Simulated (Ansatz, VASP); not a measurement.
**One calculation of Sn, two programs**

Contents of INCAR:

```
PREC = Accurate
ENCUT = 600
EDIFF = 1E-6
ISMEAR = 0
SIGMA = 0.1
LREAL = False
LASPH = True
NELM = 100
ALGO = Normal
ISIF = 3
LWAVE = False
LCHARG = False
GGA = PE
IBRION = 2
NSW = 90
EDIFFG = -0.04
```

KPOINTS

```
Automatic mesh
0
Gamma
  3 3 3
```

File POSCAR:

```
Sn
1.0
    4.2476406151      2.4523764526      7.2439354881
   -4.2476406151      2.4523764526      7.2439354881
    0.0000000000     -4.9047529050      7.2439354881
Sn
12
Direct
    0.0101900000      0.6536100000      0.0101900000
    0.0101900000      0.0101900000      0.6536100000
    0.6536100000      0.0101900000      0.0101900000
    0.9898100000      0.3463900000      0.9898100000
    0.3463900000      0.9898100000      0.9898100000
    0.9898100000      0.9898100000      0.3463900000
    0.2211800000      0.6306000000      0.2211800000
    0.2211800000      0.2211800000      0.6306000000
    0.6306000000      0.2211800000      0.2211800000
    0.7788200000      0.3694000000      0.7788200000
    0.3694000000      0.7788200000      0.7788200000
    0.7788200000      0.7788200000      0.3694000000
```

Input for Ansatz:

```yaml
crystal:
  lattice:
    - [4.2476406151, 2.4523764526, 7.2439354881]
    - [-4.2476406151, 2.4523764526, 7.2439354881]
    - [0.0, -4.904752905, 7.2439354881]
  atoms:
    - { symbol: Sn, position: [0.01019, 0.65361, 0.01019] }
    - { symbol: Sn, position: [0.01019, 0.01019, 0.65361] }
    - { symbol: Sn, position: [0.65361, 0.01019, 0.01019] }
    - { symbol: Sn, position: [0.98981, 0.34639, 0.98981] }
    - { symbol: Sn, position: [0.34639, 0.98981, 0.98981] }
    - { symbol: Sn, position: [0.98981, 0.98981, 0.34639] }
    - { symbol: Sn, position: [0.22118, 0.6306, 0.22118] }
    - { symbol: Sn, position: [0.22118, 0.22118, 0.6306] }
    - { symbol: Sn, position: [0.6306, 0.22118, 0.22118] }
    - { symbol: Sn, position: [0.77882, 0.3694, 0.77882] }
    - { symbol: Sn, position: [0.3694, 0.77882, 0.77882] }
    - { symbol: Sn, position: [0.77882, 0.77882, 0.3694] }
basis:
  ecutwfc: 420
kpoints:
  mp_grid: { grid: [3, 3, 3] }
hamiltonian:
  xc: pbe
scf:
  occupations: { method: gaussian, width: 0.1 }
  lower_state_search: "off"
output:
  forces: true
  stress: true
  eigenvalues: true
relax:
  adjacent_minimum: "off"
  f_tol: 0.04
  max_steps: 70
  cell: { stress_tol: 0.4 }
```

Alike in both runs: task relaxation of cell and atoms; functional PBE; k mesh 3 × 3 × 3; occupations gaussian, width 0.1 eV; no spin polarisation.

|  | VASP | Ansatz |
| --- | --- | --- |
| version | VASP 6.6.1 | Ansatz 0.2.0 |
| potentials or method | VASP PAW PBE potentials, release 64 (Sn_d), cutoff 600 eV | scalar-relativistic, plane waves, PAW |
| valence electrons in the cell | 168 | 168 |

Ansatz gave:

| Quantity | Value |
| --- | --- |
| gap on the k mesh at the Fermi level, each at its own relaxed structure (eV) | none |
| relaxed volume (Å³/atom) | 38.69 |
| relaxed cell length with the largest relative difference (Å) | 9.075 |

Which values does VASP return?

gap on the k mesh at the Fermi level, each at its own relaxed structure (eV): none; relaxed volume (Å³/atom): 38.73; relaxed cell length with the largest relative difference (Å): 9.083.

A gap of «none» marks a metal or a gap that the smearing closes.
